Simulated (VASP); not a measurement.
# TiC: single point with PBEsol

Crystal: TiC.

```
Ti C
1.0
     0.00000    2.12189    2.12189
     2.12189    0.00000    2.12189
     2.12189    2.12189    0.00000
Ti C
1 1
Direct
  0.00000 0.00000 0.00000
  0.50000 0.50000 0.50000
```

```
Program             : VASP 6.6.1
Task                : single point
Functional          : PBEsol
Potentials or basis : VASP PAW PBE potentials, release 64 (Ti_sv, C)
Cutoff              : 600 eV
k mesh              : 18 × 18 × 18
Occupations         : fermi-dirac, width 0.05 eV
Spin                : no spin polarisation
```

| Property | Result |
| --- | --- |
| Pressure | 9.9 GPa |
| Band gap on the k mesh | zero (band 8 reaches 10.72 eV, above the bottom of band 9 at 9.62 eV) |

Levels at points of the mesh, in eV from the Fermi level:
```csv
k point,band 5,band 6,band 7,band 8,band 9,band 10,band 11,band 12
"(0.00, 0.00, 0.00)",-12.65,0.68,0.68,0.68,1.78,1.78,1.78,1.86
"(0.50, 0.00, 0.00)",-8.82,-6.16,-3.10,-3.10,3.17,3.17,4.47,8.50
"(0.50, 0.50, 0.00)",-10.31,-3.48,-1.87,0.03,0.03,2.97,3.83,3.83
```

Run time: 38 s on 1 thread of Intel Xeon 6975P-C, on a shared host, peak memory 0.19 GiB.

Caveat: the PAW data sets were made with another functional, which shifts forces and pressure a little.
